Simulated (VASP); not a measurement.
## Nb: single point with LDA

The system is Nb.

```xyz
1
Lattice="-1.6528 1.6528 1.6528 1.6528 -1.6528 1.6528 1.6528 1.6528 -1.6528" Properties=species:S:1:pos:R:3 pbc="T T T"
Nb    0.0000    0.0000    0.0000
```

This cell differs from its parent crystal: volume scaled by 0.98.

```
Program             : VASP 6.6.1
Task                : single point
Functional          : LDA
Potentials or basis : VASP PAW LDA potentials, release 64 (Nb_sv)
Cutoff              : 500 eV
k mesh              : 11 × 11 × 11
Occupations         : fermi-dirac, width 0.05 eV
Spin                : no spin polarisation
```

| Property | Result |
| --- | --- |
| Pressure | -8.7 GPa |

Levels at points of the mesh, in eV from the Fermi level:
```
           k point  band 2  band 3  band 4  band 5  band 6  band 7  band 8  band 9  band 10  band 11
(0.00, 0.00, 0.00)  -29.48  -29.48  -29.48   -5.87    0.38    0.38    0.38    3.27     3.27    14.28
```

Run time: 19 s on 1 thread of Intel Xeon 8259CL, on a shared host, peak memory 0.13 GiB.
